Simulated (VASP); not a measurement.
Write the native input for VASP 6.6.1 that does the following.

| Quantity | Value |
| --- | --- |
| Task | single point |
| Functional | PBE |
| Potentials or basis | VASP PAW PBE potentials, release 64 (W_sv, C) |
| Cutoff | 520 eV |
| k mesh | 24 × 24 × 24 |
| Occupations | gaussian, width 0.15 eV |
| Spin | no spin polarisation |
| Dipole correction | no |
| Further INCAR settings | ALGO = Normal; EDIFF = 1e-06; NBANDS = 16 |

The structure of WC lies in POSCAR:

```
WC
1.0
    3.1473831006      0.0000000000      0.0000000000
   -1.5736915503      2.7257137206      0.0000000000
    0.0000000000      0.0000000000      2.4535356189
W C
1 1
Direct
    0.0000000000      0.0000000000      0.0000000000
    0.6666666667      0.3333333333      0.5000000000
```

This cell differs from its parent crystal: ratio of the length along z to the lengths across it x 0.8, volume and fractional coordinates fixed.

One way to write it, as run:

INCAR

```
SYSTEM = WC
PREC = Accurate
ENCUT = 520
EDIFF = 1E-6
ISMEAR = 0
SIGMA = 0.15
LREAL = .FALSE.
LASPH = .TRUE.
NELM = 80
ALGO = Normal
ISIF = 2
LWAVE = .FALSE.
LCHARG = .FALSE.
GGA = PE
NBANDS = 16
```

KPOINTS

```
regular mesh
0
G
  24 24 24
  0 0 0
```

Potentials or basis: VASP PAW PBE potentials, release 64 (W_sv, C).

Launch:

```console
$ cat potpaw_PBE.64/W_sv/POTCAR potpaw_PBE.64/C/POTCAR > POTCAR
$ mpirun -np 1 vasp_std > vasp.out
```

It gave:

```
Pressure               : 27.2 GPa
Band gap on the k mesh : zero (bands 9 and 10 overlap by 3.44 eV)
```

Caveat: the stress differs along the axes, from -28 to 137 GPa; spin-orbit coupling is left out, which moves the levels of the heavy elements.

Wall time 2.1 min on 1 thread of Intel(R) Xeon(R) Platinum 8488C (Sapphire Rapids), on a shared host, peak memory 0.35 GiB.
